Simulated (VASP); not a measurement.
# WSe2 (Fm-3m) in VASP: a series of runs

The runs below take WSe2 through single point, with PBE+U.

Everything below comes from runs of VASP 6.6.1. Logs are shortened: lines on timing, memory, paths and dates and some standing lists are left out, and cuts for length are marked.

## (1) The cell of the first run

Symmetry: Fm-3m, No. 225, cubic system. Conventional cell: a = 6.327 Å, b = 6.327 Å, c = 6.327 Å, α = 90.00°, β = 90.00°, γ = 90.00°. Within 3.6 Å of W (site symmetry m-3m) lie 8 Se at 2.74 Å. Within 3.6 Å of Se (site symmetry -43m) lie 4 W at 2.74 Å and 6 Se at 3.16 Å.

## (2) Single point, PBE+U, collinear spin, ferromagnetic start

The input, INCAR:

```
PREC = Accurate
ENCUT = 520
EDIFF = 1E-6
ISMEAR = 0
SIGMA = 0.05
LREAL = False
LASPH = True
NELM = 150
ALGO = Normal
ISIF = 2
LWAVE = False
LCHARG = False
ISPIN = 2
MAGMOM = 2 0 0
LORBIT = 11
LMAXMIX = 4
LDAU = True
LDAUTYPE = 1
LDAUL = 2 -1
LDAUU = 2 0
LDAUJ = 0.7 0
LDAUPRINT = 1
GGA = PE
NBANDS = 24
```

The input, KPOINTS:

```
Automatic mesh
0
Gamma
  5 5 5
```

The input, POSCAR:

```
WSe2
1.0
    0.0000000000      3.1637246900      3.1637246900
    3.1637246900      0.0000000000      3.1637246900
    3.1637246900      3.1637246900      0.0000000000
W Se
1 2
Direct
    0.0000000000      0.0000000000      0.0000000000
    0.2500000000      0.2500000000      0.2500000000
    0.7500000000      0.7500000000      0.7500000000
```

Potentials or basis: VASP PAW PBE potentials, release 64 (W_sv, Se).

Started as:

```console
> cat potpaw_PBE.64/W_sv/POTCAR potpaw_PBE.64/Se/POTCAR > POTCAR
> mpirun -np 1 vasp_std > vasp.out
```

OUTCAR:

```text
PREC = Accurate
   ENCUT = 520
   EDIFF = 1E-6
   ISMEAR = 0
   LREAL = False
   LASPH = True
   NELM = 150
   ISIF = 2
   ISPIN = 2
   LORBIT = 11
   GGA = PE

 ion  position               nearest neighbor table
   1  0.000  0.000  0.000-   3 2.74   3 2.74   3 2.74   2 2.74   2 2.74   2 2.74   3 2.74   2 2.74

   2  0.250  0.250  0.250-   1 2.74   1 2.74   1 2.74   1 2.74
   3  0.750  0.750  0.750-   1 2.74   1 2.74   1 2.74   1 2.74

  LATTYP: Found a face centered cubic cell.
 ALAT       =     6.3274493800

  Lattice vectors:

 A1 = (   0.0000000000,   3.1637246900,   3.1637246900)
 A2 = (   3.1637246900,   0.0000000000,   3.1637246900)
 A3 = (   3.1637246900,   3.1637246900,   0.0000000000)

Analysis of symmetry for initial positions (statically):
=====================================================================
 Subroutine PRICEL returns:
 Original cell was already a primitive cell.

 Routine SETGRP: Setting up the symmetry group for a
 face centered cubic supercell.

 Subroutine GETGRP returns: Found 48 space group operations
 (whereof 48 operations were pure point group operations)
 out of a pool of 48 trial point group operations.

The static configuration has the point symmetry O_h .

Analysis of symmetry for dynamics (positions and initial velocities):
=====================================================================
 Subroutine PRICEL returns:
 Original cell was already a primitive cell.

 Routine SETGRP: Setting up the symmetry group for a
 face centered cubic supercell.

 Subroutine GETGRP returns: Found 48 space group operations
 (whereof 48 operations were pure point group operations)
 out of a pool of 48 trial point group operations.

The dynamic configuration has the point symmetry O_h .

Analysis of structural, dynamic, and magnetic symmetry:
=====================================================================
 Subroutine PRICEL returns:
 Original cell was already a primitive cell.

 Routine SETGRP: Setting up the symmetry group for a
 face centered cubic supercell.

 Subroutine GETGRP returns: Found 48 space group operations
 (whereof 48 operations were pure point group operations)
 out of a pool of 48 trial point group operations.

The overall configuration has the point symmetry O_h .

 Subroutine INISYM returns: Found 48 space group operations
 (whereof 48 operations are pure point group operations),
 and found     1 'primitive' translations

----------------------------------------------------------------------------------------

                                     Primitive cell

  volume of cell :      63.3324

  direct lattice vectors                    reciprocal lattice vectors
     0.000000000  3.163724690  3.163724690    -0.158041565  0.158041565  0.158041565
     3.163724690  0.000000000  3.163724690     0.158041565 -0.158041565  0.158041565
     3.163724690  3.163724690  0.000000000     0.158041565  0.158041565 -0.158041565

  length of vectors
     4.474182364  4.474182364  4.474182364     0.273736020  0.273736020  0.273736020

  position of ions in fractional coordinates (direct lattice)
     0.000000000  0.000000000  0.000000000
     0.250000000  0.250000000  0.250000000
     0.750000000  0.750000000  0.750000000

  ion indices of the primitive-cell ions
   primitive index   ion index
                 1           1
                 2           2
                 3           3

----------------------------------------------------------------------------------------

 KPOINTS: Automatic mesh

Automatic generation of k-mesh.
 Grid dimensions read from file:
[... 63 lines left out ...]
   EMIN   =  10.00;   EMAX   =-10.00  energy-range for DOS
   EFERMI =   0.00;   METHOD = LEGACY
   ISMEAR =     0;   SIGMA  =   0.05  broadening in eV -4-tet -1-fermi 0-gaus
   EFERMI_NEDOS =   21; number of points for ismear=-14 and -15
   IALGO  =     38    algorithm
   IMIX   =      4    mixing-type and parameters
     AMIX     =   0.40;   BMIX     =  1.00
     AMIX_MAG =   1.60;   BMIX_MAG =  1.00
  volume/ion in A,a.u.               =      21.11       142.46
  Fermi-wavevector in a.u.,A,eV,Ry     =   1.216720  2.299267 20.142163  1.480407
  Thomas-Fermi vector in A             =   2.352064
   LORBIT       =     11    0 simple, 1 ext, 2 COOP (PROOUT), +10 PAW based schemes
 LDA+U is selected, type is set to LDAUTYPE =  1
   angular momentum for each species LDAUL =     2   -1
   U (eV)           for each species LDAUU =   2.0  0.0
   J (eV)           for each species LDAUJ =   0.7  0.0
   GGA     = PE    functional components
   LHFCALC =     F    Hartree Fock is set to
   AEXX    =    0.0000 exact exchange contribution
   IVDW    =     0    specifies the selected vdW correction
   LEPSILON=     F    determine dielectric tensor
   LRPA    =     F    only Hartree local field effects (RPA)
 spin polarized calculation
 Gauss-broadening in eV      SIGMA  =   0.05
  energy-cutoff  :      520.00
  volume of cell :       63.33
 maximum number of plane-waves:      1716
 NGX is ok and might be reduce to    36
   NGX = 17   NGY = 17   NGZ = 17

atom =   1  type =  1  l = 2

 onsite density matrix

spin component  1

  0.3161 -0.0000  0.0000 -0.0000 -0.0000
 -0.0000  0.3161 -0.0000 -0.0000  0.0000
  0.0000 -0.0000  0.6997  0.0000 -0.0000
 -0.0000 -0.0000  0.0000  0.3161 -0.0000
 -0.0000  0.0000 -0.0000 -0.0000  0.6997

spin component  2

  0.2521 -0.0000  0.0000 -0.0000  0.0000
 -0.0000  0.2521 -0.0000 -0.0000  0.0000
  0.0000 -0.0000  0.0764  0.0000 -0.0000
 -0.0000 -0.0000  0.0000  0.2521 -0.0000
  0.0000  0.0000 -0.0000 -0.0000  0.0764

 occupancies and eigenvectors

  o =  0.0764  v =  0.0000  0.0000  0.0000  0.0000  0.0000  0.0000 -0.0000  0.0406  0.0000  0.9992      0.0000  0.0000  0.0000  0.0000  0.0000  0.0000  0.0000  0.0000  0.0000  0.0000
  o =  0.0764  v =  0.0000  0.0000  0.0000  0.0000  0.0000  0.0000 -0.0000 -0.9992 -0.0000  0.0406      0.0000  0.0000  0.0000  0.0000  0.0000  0.0000  0.0000  0.0000  0.0000  0.0000
  o =  0.2521  v =  0.0000  0.0000  0.0000  0.0000  0.0000  0.0000  0.6014  0.0000 -0.7990 -0.0000      0.0000  0.0000  0.0000  0.0000  0.0000  0.0000  0.0000  0.0000  0.0000  0.0000
  o =  0.2521  v =  0.0000  0.0000  0.0000  0.0000  0.0000  0.0000 -0.7990 -0.0000 -0.6014  0.0000      0.0000  0.0000  0.0000  0.0000  0.0000  0.0000  0.0000  0.0000  0.0000  0.0000
  o =  0.2521  v =  0.0000  0.0000  0.0000  0.0000  0.0000  1.0000  0.0000  0.0000  0.0000  0.0000      0.0000  0.0000  0.0000  0.0000  0.0000  0.0000  0.0000  0.0000  0.0000  0.0000
  o =  0.3161  v =  0.0000 -0.5742  0.0000  0.8187 -0.0000  0.0000  0.0000  0.0000  0.0000  0.0000      0.0000  0.0000  0.0000  0.0000  0.0000  0.0000  0.0000  0.0000  0.0000  0.0000
  o =  0.3161  v =  1.0000  0.0000  0.0000  0.0000  0.0000  0.0000  0.0000  0.0000  0.0000  0.0000      0.0000  0.0000  0.0000  0.0000  0.0000  0.0000  0.0000  0.0000  0.0000  0.0000
  o =  0.3161  v =  0.0000  0.8187 -0.0000  0.5742  0.0000  0.0000  0.0000  0.0000  0.0000  0.0000      0.0000  0.0000  0.0000  0.0000  0.0000  0.0000  0.0000  0.0000  0.0000  0.0000
  o =  0.6997  v =  0.0000 -0.0000 -0.1161  0.0000 -0.9932  0.0000  0.0000  0.0000  0.0000  0.0000      0.0000  0.0000  0.0000  0.0000  0.0000  0.0000  0.0000  0.0000  0.0000  0.0000
  o =  0.6997  v =  0.0000 -0.0000 -0.9932 -0.0000  0.1161  0.0000  0.0000  0.0000  0.0000  0.0000      0.0000  0.0000  0.0000  0.0000  0.0000  0.0000  0.0000  0.0000  0.0000  0.0000

 number of electron      26.0000000 magnetization       1.8084835

 Free energy of the ion-electron system (eV)
  ---------------------------------------------------
  ext. energy  EPLUGINS =         0.00000000
  ---------------------------------------------------
  free energy    TOTEN  =       -18.31200123 eV

  energy without entropy =      -18.31067663  energy(sigma->0) =      -18.31133893

 E-fermi :   6.6483     XC(G=0): -10.6136

 val. band max:        6.5730811010   @ k =   0.0000   0.0000   0.0000
 cond. band min:       6.6634385023   @ k =  -0.2000   0.2000   0.0000
 fundamental gap:      0.0903574013
 Fermi energy:         6.6482626480

 spin component 1

 k-point     1 :       0.0000    0.0000    0.0000
  band No.  band energies     occupation
      1     -68.7632      1.00000
      2     -33.0297      1.00000
      3     -33.0297      1.00000
      4     -33.0297      1.00000
      5      -9.0430      1.00000
      6      -5.2319      1.00000
[... 259 lines left out ...]
     23      16.7769      0.00000
     24      17.5816      0.00000
 Fermi energy:         6.6482626480

 spin component 2

 k-point     1 :       0.0000    0.0000    0.0000
  band No.  band energies     occupation
      1     -68.0787      1.00000
      2     -32.1037      1.00000
      3     -32.1037      1.00000
      4     -32.1037      1.00000
      5      -8.9902      1.00000
      6      -5.2904      1.00000
[... 259 lines left out ...]
     23      17.1811      0.00000
     24      17.7498      0.00000

------------------------ aborting loop because EDIFF is reached ----------------------------------------

  FORCE on cell =-STRESS in cart. coord.  units (eV):
  Direction    XX          YY          ZZ          XY          YZ          ZX
  --------------------------------------------------------------------------------------
  -------------------------------------------------------------------------------------
  Total       -0.7211389     -0.7211389     -0.7211389      0.0000000      0.0000000     -0.0000000
  in kB      -18.2433014    -18.2433014    -18.2433014      0.0000000      0.0000000     -0.0000000
  external PRESSURE =     -18.2433014 kB  Pullay stress =       0.0000000 kB

 VOLUME and BASIS-vectors are now :
 -----------------------------------------------------------------------------
  energy-cutoff  :      520.00
  volume of cell :       63.33
      direct lattice vectors                 reciprocal lattice vectors
     0.000000000  3.163724690  3.163724690    -0.158041565  0.158041565  0.158041565
     3.163724690  0.000000000  3.163724690     0.158041565 -0.158041565  0.158041565
     3.163724690  3.163724690  0.000000000     0.158041565  0.158041565 -0.158041565

 POSITION                                       TOTAL-FORCE (eV/Angst)
 -----------------------------------------------------------------------------------
      0.00000      0.00000      0.00000         0.000000      0.000000      0.000000
      1.58186      1.58186      1.58186        -0.000000     -0.000000      0.000000
      4.74559      4.74559      4.74559         0.000000      0.000000     -0.000000
 -----------------------------------------------------------------------------------
    total drift:                               -0.000000      0.000000      0.000000

  FREE ENERGIE OF THE ION-ELECTRON SYSTEM (eV)
  ---------------------------------------------------
  free  energy   TOTEN  =       -18.3120012259 eV

  energy  without entropy=      -18.3106766329  energy(sigma->0) =      -18.31133893

 total charge

# of ion       s       p       d       tot
------------------------------------------
    1        2.303   6.188   3.214  11.704
    2        1.473   2.302   0.061   3.836
    3        1.473   2.302   0.061   3.836
--------------------------------------------------
tot          5.249  10.792   3.336  19.376

 magnetization (x)

# of ion       s       p       d       tot
------------------------------------------
    1        0.033   0.035   1.424   1.492
    2       -0.002  -0.047   0.011  -0.038
    3       -0.002  -0.047   0.011  -0.038
--------------------------------------------------
tot          0.029  -0.058   1.446   1.417
```

It took 23 s on 1 thread of Intel Xeon Platinum 8559C (Emerald Rapids), shared host; peak memory 0.24 GiB.

Results:

```yaml
Free_energy: -18.3120 eV
Pressure: -1.8 GPa
Net_moment: 1.81 μB per cell
Site_moments: W +1.49; Se -0.04 μB
Valence_electrons_inside_the_program's_atomic_spheres: W 11.70; Se 3.84
```

Eigenvalues of the final occupation matrices:
```tsv
site	spin	trace	eigenvalues
site 1 d	1	2.35	0.32 0.32 0.32 0.70 0.70
site 1 d	2	0.91	0.08 0.08 0.25 0.25 0.25
```

Caveat: spin-orbit coupling is left out, which moves the levels of the heavy elements.

## (3) Single point, PBE+U, collinear spin, zero start

The input, INCAR:

```
SYSTEM = WSe2
  PREC = Accurate
  ENCUT = 520
  EDIFF = 1E-6
  ISMEAR = 0
  SIGMA = 0.05
  LREAL = .FALSE.
  LASPH = .TRUE.
  NELM = 150
  ALGO = Normal
  ISIF = 2
  LWAVE = .FALSE.
  LCHARG = .TRUE.
  ISPIN = 2
  MAGMOM = 0 0 0
  LORBIT = 11
  LMAXMIX = 4
  LDAU = .TRUE.
  LDAUTYPE = 1
  LDAUL = 2 -1
  LDAUU = 2 0
  LDAUJ = 0.7 0
  LDAUPRINT = 1
  GGA = PE
  LELF = .TRUE.
  LVHAR = .TRUE.
  NBANDS = 24
```

The input, KPOINTS:

```
Automatic mesh
0
G
  5 5 5
  0 0 0
```

POSCAR is that of step 2.

Potentials or basis: VASP PAW PBE potentials, release 64 (W_sv, Se).

Started as:

```console
> cat potpaw_PBE.64/W_sv/POTCAR potpaw_PBE.64/Se/POTCAR > POTCAR
> mpirun -np 1 vasp_std > vasp.out
```

OUTCAR:

```text
SYSTEM = WSe2
   PREC = Accurate
   ENCUT = 520
   EDIFF = 1E-6
   ISMEAR = 0
   LREAL = .FALSE.
   LASPH = .TRUE.
   NELM = 150
   ISIF = 2
   ISPIN = 2
   LORBIT = 11
   GGA = PE

 ion  position               nearest neighbor table
   1  0.000  0.000  0.000-   3 2.74   3 2.74   3 2.74   2 2.74   2 2.74   2 2.74   3 2.74   2 2.74

   2  0.250  0.250  0.250-   1 2.74   1 2.74   1 2.74   1 2.74
   3  0.750  0.750  0.750-   1 2.74   1 2.74   1 2.74   1 2.74

  LATTYP: Found a face centered cubic cell.
 ALAT       =     6.3274493800

  Lattice vectors:

 A1 = (   0.0000000000,   3.1637246900,   3.1637246900)
 A2 = (   3.1637246900,   0.0000000000,   3.1637246900)
 A3 = (   3.1637246900,   3.1637246900,   0.0000000000)

Analysis of symmetry for initial positions (statically):
=====================================================================
 Subroutine PRICEL returns:
 Original cell was already a primitive cell.

 Routine SETGRP: Setting up the symmetry group for a
[... 759 lines left out ...]
     24      17.6284      0.00000

------------------------ aborting loop because EDIFF is reached ----------------------------------------

  FORCE on cell =-STRESS in cart. coord.  units (eV):
  Direction    XX          YY          ZZ          XY          YZ          ZX
  --------------------------------------------------------------------------------------
  -------------------------------------------------------------------------------------
  Total       -2.1464273     -2.1464273     -2.1464273     -0.0000000     -0.0000000      0.0000000
  in kB      -54.3001112    -54.3001112    -54.3001112     -0.0000000     -0.0000000      0.0000000
  external PRESSURE =     -54.3001112 kB  Pullay stress =       0.0000000 kB

 VOLUME and BASIS-vectors are now :
 -----------------------------------------------------------------------------
  energy-cutoff  :      520.00
  volume of cell :       63.33
      direct lattice vectors                 reciprocal lattice vectors
     0.000000000  3.163724690  3.163724690    -0.158041565  0.158041565  0.158041565
     3.163724690  0.000000000  3.163724690     0.158041565 -0.158041565  0.158041565
     3.163724690  3.163724690  0.000000000     0.158041565  0.158041565 -0.158041565

 POSITION                                       TOTAL-FORCE (eV/Angst)
 -----------------------------------------------------------------------------------
      0.00000      0.00000      0.00000        -0.000000     -0.000000      0.000000
      1.58186      1.58186      1.58186         0.000000      0.000000      0.000000
      4.74559      4.74559      4.74559        -0.000000      0.000000     -0.000000
 -----------------------------------------------------------------------------------
    total drift:                               -0.000000      0.000000      0.000000

  FREE ENERGIE OF THE ION-ELECTRON SYSTEM (eV)
  ---------------------------------------------------
  free  energy   TOTEN  =       -17.7104312879 eV

  energy  without entropy=      -17.7083875282  energy(sigma->0) =      -17.70940941

 total charge

# of ion       s       p       d       tot
------------------------------------------
    1        2.308   6.167   3.236  11.711
    2        1.476   2.267   0.067   3.809
    3        1.476   2.267   0.067   3.809
--------------------------------------------------
tot          5.260  10.701   3.369  19.330

 magnetization (x)

# of ion       s       p       d       tot
------------------------------------------
    1        0.000   0.000   0.000   0.000
    2       -0.000  -0.000   0.000  -0.000
    3       -0.000  -0.000   0.000  -0.000
--------------------------------------------------
tot          0.000  -0.000   0.000   0.000
```

OSZICAR:

```text
N       E                     dE             d eps       ncg     rms          rms(c)
DAV:   1     0.200291050441E+03    0.20029E+03   -0.12137E+04   960   0.105E+03
DAV:   2    -0.857496646943E+01   -0.20887E+03   -0.20035E+03  1104   0.294E+02
DAV:   3    -0.188307885546E+02   -0.10256E+02   -0.10090E+02  1184   0.606E+01
DAV:   4    -0.189501535426E+02   -0.11936E+00   -0.11924E+00  1032   0.703E+00
DAV:   5    -0.189512125794E+02   -0.10590E-02   -0.10590E-02  1200   0.716E-01    0.140E+01
DAV:   6    -0.181342737227E+02    0.81694E+00   -0.13005E+01  1008   0.145E+01    0.530E+00
DAV:   7    -0.177458704106E+02    0.38840E+00   -0.38600E+00   976   0.713E+00    0.423E+00
DAV:   8    -0.177112372009E+02    0.34633E-01   -0.19751E-01  1056   0.244E+00    0.319E-01
DAV:   9    -0.177102302237E+02    0.10070E-02   -0.52540E-03  1072   0.425E-01    0.186E-01
DAV:  10    -0.177104096066E+02   -0.17938E-03   -0.25185E-03  1008   0.290E-01    0.966E-02
DAV:  11    -0.177103984884E+02    0.11118E-04   -0.44477E-04  1016   0.122E-01    0.234E-02
DAV:  12    -0.177104295399E+02   -0.31051E-04   -0.48132E-05   992   0.311E-02    0.771E-03
DAV:  13    -0.177104308409E+02   -0.13011E-05   -0.29549E-06   984   0.667E-03    0.330E-03
DAV:  14    -0.177104312879E+02   -0.44701E-06   -0.29980E-07   760   0.223E-03
   1 F= -.17710431E+02 E0= -.17709409E+02  d E =-.204376E-02  mag=     0.0003
```

Wall time 26 s (1 thread of Intel Xeon Platinum 8559C (Emerald Rapids), shared host); peak memory 0.24 GiB.

What came out:

| Item | Value |
| --- | --- |
| Free energy | -17.7104 eV |
| Pressure | -5.4 GPa |
| Band gap on the k mesh | zero (filled and empty bands overlap) |
| Net moment | 0.00 μB per cell |
| Valence electrons inside the program's atomic spheres | W 11.71; Se 3.81 |

Levels at points of the mesh, in eV from the Fermi level:
Spin up:
```tsv
k point	band 11	band 12	band 13	band 14	band 15	band 16
(0.00, 0.00, 0.00)	-0.73	-0.54	-0.54	-0.54	3.44	4.05
```
Spin down:
```csv
k point,band 9,band 10,band 11,band 12,band 13,band 14,band 15,band 16,band 17,band 18
"(0.00, 0.00, 0.00)",-5.42,-0.73,-0.73,-0.54,-0.54,-0.54,3.44,4.05,4.05,4.05
```

Eigenvalues of the final occupation matrices:
| site | spin | trace | eigenvalues |
| --- | --- | --- | --- |
| site 1 d | 1 | 1.64 | 0.29 0.29 0.29 0.38 0.38 |
| site 1 d | 2 | 1.64 | 0.29 0.29 0.29 0.38 0.38 |

Caveat: spin-orbit coupling is left out, which moves the levels of the heavy elements.
